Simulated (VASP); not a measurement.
# Be3Ag (Pm-3m) in VASP: a series of runs

The runs below take Be3Ag through single point, with PBE.

Everything below comes from runs of VASP 6.6.1. Logs are shortened: lines on timing, memory, paths and dates and some standing lists are left out, and cuts for length are marked.

**1. The cell of the first run**

The structure is cubic, space group Pm-3m (No. 221). Conventional cell: a = 3.458 Å, b = 3.458 Å, c = 3.458 Å, α = 90.00°, β = 90.00°, γ = 90.00°. Be (site symmetry 4/mmm) has 8 Be at 2.44 Å and 4 Ag at 2.44 Å within 3.2 Å. Ag (site symmetry m-3m) has 12 Be at 2.44 Å within 3.2 Å.

**2. Single point, PBE**

The input, INCAR:

```
ALGO = Fast
EDIFF = 1E-6
ENCUT = 520
GGA = PE
ISIF = 2
ISMEAR = 0
LASPH = True
LCHARG = False
LREAL = False
LWAVE = False
NBANDS = 16
NELM = 80
PREC = Accurate
SIGMA = 0.1
```

The input, KPOINTS:

```
k-points
0
Gamma
  6 6 6
```

The input, POSCAR:

```
Be3Ag
1.0
    3.4576985809      0.0000000000      0.0000000000
    0.0000000000      3.4576985809      0.0000000000
    0.0000000000      0.0000000000      3.4576985809
Be Ag
3 1
Direct
    0.0000000000      0.5000000000      0.5000000000
    0.5000000000      0.0000000000      0.5000000000
    0.5000000000      0.5000000000      0.0000000000
    0.0000000000      0.0000000000      0.0000000000
```

Potentials or basis: VASP PAW PBE potentials, release 64 (Be, Ag).

Run with:

```console
$ cat potpaw_PBE.64/Be/POTCAR potpaw_PBE.64/Ag/POTCAR > POTCAR
$ mpirun -np 1 vasp_std > vasp.out
```

OUTCAR:

```text
EDIFF = 1E-6
   ENCUT = 520
   GGA = PE
   ISIF = 2
   ISMEAR = 0
   LASPH = True
   LREAL = False
   NELM = 80
   PREC = Accurate

 ion  position               nearest neighbor table
   1  0.000  0.500  0.500-   4 2.44   4 2.44   4 2.44   4 2.44
   2  0.500  0.000  0.500-   4 2.44   4 2.44   4 2.44   4 2.44
   3  0.500  0.500  0.000-   4 2.44   4 2.44   4 2.44   4 2.44
   4  0.000  0.000  0.000-   1 2.44   2 2.44   3 2.44   1 2.44   2 2.44   1 2.44   3 2.44   1 2.44
                             2 2.44   3 2.44   2 2.44   3 2.44

  LATTYP: Found a simple cubic cell.
 ALAT       =     3.4576985809

  Lattice vectors:

 A1 = (   3.4576985809,   0.0000000000,   0.0000000000)
 A2 = (   0.0000000000,   3.4576985809,   0.0000000000)
 A3 = (   0.0000000000,   0.0000000000,   3.4576985809)

Analysis of symmetry for initial positions (statically):
=====================================================================
 Subroutine PRICEL returns:
 Original cell was already a primitive cell.

 Routine SETGRP: Setting up the symmetry group for a
 simple cubic supercell.

 Subroutine GETGRP returns: Found 48 space group operations
 (whereof 48 operations were pure point group operations)
 out of a pool of 48 trial point group operations.

The static configuration has the point symmetry O_h .

Analysis of symmetry for dynamics (positions and initial velocities):
=====================================================================
 Subroutine PRICEL returns:
 Original cell was already a primitive cell.

 Routine SETGRP: Setting up the symmetry group for a
 simple cubic supercell.

 Subroutine GETGRP returns: Found 48 space group operations
 (whereof 48 operations were pure point group operations)
 out of a pool of 48 trial point group operations.

The dynamic configuration has the point symmetry O_h .

 Subroutine INISYM returns: Found 48 space group operations
 (whereof 48 operations are pure point group operations),
 and found     1 'primitive' translations

----------------------------------------------------------------------------------------

                                     Primitive cell

  volume of cell :      41.3391

  direct lattice vectors                    reciprocal lattice vectors
     3.457698581  0.000000000  0.000000000     0.289209709  0.000000000  0.000000000
     0.000000000  3.457698581  0.000000000     0.000000000  0.289209709  0.000000000
     0.000000000  0.000000000  3.457698581     0.000000000  0.000000000  0.289209709

[... 85 lines left out ...]
   NSW    =      0    number of steps for IOM
   IBRION =     -1    ionic relax: 0-MD 1-quasi-New 2-CG
   NFREE  =      0    steps in history (QN), initial steepest desc. (CG)
   ISIF   =      2    stress and relaxation
   ISYM   =      2    0-nonsym 1-usesym 2-fastsym
   POTIM  = 0.5000    time-step for ionic-motion
   TEBEG  =    0.0;   TEEND  =   0.0 temperature during run
   PSTRESS=    0.0 pullay stress
   NELECT =      17.0000    total number of electrons
   NUPDOWN=      -1.0000    fix difference up-down
   EMIN   =  10.00;   EMAX   =-10.00  energy-range for DOS
   EFERMI =   0.00;   METHOD = LEGACY
   ISMEAR =     0;   SIGMA  =   0.10  broadening in eV -4-tet -1-fermi 0-gaus
   EFERMI_NEDOS =   21; number of points for ismear=-14 and -15
   IALGO  =     68    algorithm
   IMIX   =      4    mixing-type and parameters
     AMIX     =   0.40;   BMIX     =  1.00
     AMIX_MAG =   1.60;   BMIX_MAG =  1.00
  volume/ion in A,a.u.               =      10.33        69.74
  Fermi-wavevector in a.u.,A,eV,Ry     =   1.217411  2.300574 20.165063  1.482090
  Thomas-Fermi vector in A             =   2.352733
   LORBIT       =      0    0 simple, 1 ext, 2 COOP (PROOUT), +10 PAW based schemes
   GGA     = PE    functional components
   LHFCALC =     F    Hartree Fock is set to
   AEXX    =    0.0000 exact exchange contribution
   IVDW    =     0    specifies the selected vdW correction
   LEPSILON=     F    determine dielectric tensor
   LRPA    =     F    only Hartree local field effects (RPA)
 non-spin polarized calculation
 RMM-DIIS sequential band-by-band and
 Gauss-broadening in eV      SIGMA  =   0.10
  energy-cutoff  :      520.00
  volume of cell :       41.34
 maximum number of plane-waves:      1141
 NGX is ok and might be reduce to    28
   NGX = 13   NGY = 13   NGZ = 13

 number of electron      17.0000004 magnetization

 Free energy of the ion-electron system (eV)
  ---------------------------------------------------
  ext. energy  EPLUGINS =         0.00000000
  ---------------------------------------------------
  free energy    TOTEN  =       -13.24230536 eV

  energy without entropy =      -13.23667230  energy(sigma->0) =      -13.23948883

 E-fermi :   7.7918     XC(G=0): -11.2843

 val. band max:        7.7818996689   @ k =   0.1667   0.1667   0.0000
 cond. band min:       7.9075324598   @ k =   0.5000   0.1667   0.1667
 fundamental gap:      0.1256327910
 Fermi energy:         7.7918098997

 k-point     1 :       0.0000    0.0000    0.0000
  band No.  band energies     occupation
      1      -2.3682      2.00000
      2       1.0112      2.00000
      3       1.0112      2.00000
      4       2.0694      2.00000
      5       2.0694      2.00000
      6       2.0694      2.00000
[... 357 lines left out ...]
      3       0.8239      2.00000
      4       2.5423      2.00000
      5       2.5423      2.00000
      6       4.0010      2.00000
[... 8 lines left out ...]
     15      20.7549      0.00000
     16      20.7573      0.00000

------------------------ aborting loop because EDIFF is reached ----------------------------------------

  FORCE on cell =-STRESS in cart. coord.  units (eV):
  Direction    XX          YY          ZZ          XY          YZ          ZX
  --------------------------------------------------------------------------------------
  -------------------------------------------------------------------------------------
  Total        0.8634723      0.8634723      0.8634723      0.0000000     -0.0000000      0.0000000
  in kB       33.4655209     33.4655209     33.4655209      0.0000000     -0.0000000      0.0000000
  external PRESSURE =      33.4655209 kB  Pullay stress =       0.0000000 kB

 VOLUME and BASIS-vectors are now :
 -----------------------------------------------------------------------------
  energy-cutoff  :      520.00
  volume of cell :       41.34
      direct lattice vectors                 reciprocal lattice vectors
     3.457698581  0.000000000  0.000000000     0.289209709  0.000000000  0.000000000
     0.000000000  3.457698581  0.000000000     0.000000000  0.289209709  0.000000000
     0.000000000  0.000000000  3.457698581     0.000000000  0.000000000  0.289209709

 POSITION                                       TOTAL-FORCE (eV/Angst)
 -----------------------------------------------------------------------------------
      0.00000      1.72885      1.72885         0.000000      0.000000      0.000000
      1.72885      0.00000      1.72885         0.000000      0.000000      0.000000
      1.72885      1.72885      0.00000         0.000000      0.000000      0.000000
      0.00000      0.00000      0.00000         0.000000      0.000000      0.000000
 -----------------------------------------------------------------------------------
    total drift:                               -0.000000     -0.000000     -0.000000

  FREE ENERGIE OF THE ION-ELECTRON SYSTEM (eV)
  ---------------------------------------------------
  free  energy   TOTEN  =       -13.2423053617 eV

  energy  without entropy=      -13.2366723049  energy(sigma->0) =      -13.23948883
```

OSZICAR:

```text
N       E                     dE             d eps       ncg     rms          rms(c)
DAV:   1     0.555104137141E+02    0.55510E+02   -0.72443E+03   664   0.913E+02
DAV:   2    -0.144857715349E+02   -0.69996E+02   -0.64490E+02   832   0.198E+02
DAV:   3    -0.158477261857E+02   -0.13620E+01   -0.13571E+01   816   0.277E+01
DAV:   4    -0.158538868758E+02   -0.61607E-02   -0.61600E-02   784   0.228E+00
DAV:   5    -0.158539615036E+02   -0.74628E-04   -0.74625E-04   808   0.232E-01    0.118E+01
RMM:   6    -0.136267861351E+02    0.22272E+01   -0.10691E+01   651   0.225E+01    0.829E+00
RMM:   7    -0.132838515447E+02    0.34293E+00   -0.67903E-01   660   0.594E+00    0.293E+00
RMM:   8    -0.132497353464E+02    0.34116E-01   -0.53202E-02   713   0.186E+00    0.688E-01
RMM:   9    -0.132424456984E+02    0.72896E-02   -0.96263E-03   692   0.590E-01    0.102E-01
RMM:  10    -0.132423161868E+02    0.12951E-03   -0.47771E-04   732   0.144E-01    0.569E-02
RMM:  11    -0.132423050515E+02    0.11135E-04   -0.75370E-05   718   0.511E-02    0.184E-02
RMM:  12    -0.132423056059E+02   -0.55440E-06   -0.16920E-05   746   0.324E-02    0.879E-03
RMM:  13    -0.132423053617E+02    0.24420E-06   -0.58701E-06   638   0.177E-02
   1 F= -.13242305E+02 E0= -.13239489E+02  d E =-.563306E-02
```

stdout:

```text
POSCAR found type information on POSCAR BeAg
 POSCAR found :  2 types and       4 ions
 scaLAPACK will be used
 LDA part: xc-table for (Slater+PW92), standard interpolation
 POSCAR, INCAR and KPOINTS ok, starting setup
 FFT: planning ... GRIDC
 FFT: planning ... GRID_SOFT
 FFT: planning ... GRID
 WAVECAR not read
 entering main loop
```

Wall time 10 s (1 thread of Intel Xeon Platinum 8488C (Sapphire Rapids), shared host); peak memory 0.15 GiB.

Results:

* Free energy: -13.2423 eV
* Pressure: 3.3 GPa

Levels at points of the mesh, in eV from the Fermi level:
| k point | band 7 | band 8 | band 9 | band 10 | band 11 | band 12 |
| --- | --- | --- | --- | --- | --- | --- |
| (0.00, 0.00, 0.00) | -1.12 | -1.12 | -1.12 | 4.64 | 6.13 | 6.13 |
| (0.50, 0.00, 0.00) | -4.86 | 2.67 | 2.67 | 3.02 | 3.02 | 4.41 |
| (0.50, 0.50, 0.00) | -4.44 | -3.18 | -2.38 | 4.10 | 6.36 | 6.36 |
| (0.50, 0.50, 0.50) | -3.09 | -3.09 | -3.09 | 1.52 | 2.35 | 2.35 |

**3. Single point, PBE**

This run uses another cell than the first one, of 10.60 Å³/atom, 1.026 times its volume.

The input, INCAR:

```
SYSTEM = Be3Ag
PREC = Accurate
ENCUT = 520
EDIFF = 1E-7
ISMEAR = 0
SIGMA = 0.1
LREAL = .False.
LASPH = .True.
NELM = 60
ALGO = Normal
ISIF = 2
LWAVE = .False.
LCHARG = .True.
GGA = PE
LELF = .True.
LVHAR = .True.
NBANDS = 16
```

The input, KPOINTS:

```
Automatic mesh
0
Gamma
  14 14 14
  0 0 0
```

The input, POSCAR:

```
Be3Ag
1.0
    3.4871504103      0.0000000000      0.0000000000
    0.0000000000      3.4871504103      0.0000000000
    0.0000000000      0.0000000000      3.4871504103
Be Ag
3 1
Direct
    0.0000000000      0.5000000000      0.5000000000
    0.5000000000      0.0000000000      0.5000000000
    0.5000000000      0.5000000000      0.0000000000
    0.0000000000      0.0000000000      0.0000000000
```

Potentials or basis: VASP PAW PBE potentials, release 64 (Be, Ag).

Run with:

```console
$ cat potpaw_PBE.64/Be/POTCAR potpaw_PBE.64/Ag/POTCAR > POTCAR
$ mpirun -np 1 vasp_std > vasp.out
```

It took 46 s on 1 thread of Intel Xeon Platinum 8488C (Sapphire Rapids), shared host; peak memory 0.21 GiB.

The run converged. Its results:

| Property | Result |
| --- | --- |
| Free energy | -13.2438 eV |
| Pressure | -0.1 GPa |

Levels at points of the mesh, in eV from the Fermi level:
```
           k point  band 6  band 7  band 8  band 9  band 10  band 11  band 12  band 13
(0.00, 0.00, 0.00)   -5.79   -1.21   -1.21   -1.21     4.42     5.79     5.79     7.13
(0.50, 0.00, 0.00)   -5.74   -4.95    2.50    2.50     2.82     2.82     4.24     5.93
(0.50, 0.50, 0.00)   -4.51   -4.51   -3.30   -2.51     3.93     6.09     6.09     7.48
(0.50, 0.50, 0.50)   -3.82   -3.15   -3.15   -3.15     1.30     2.08     2.08     2.08
```
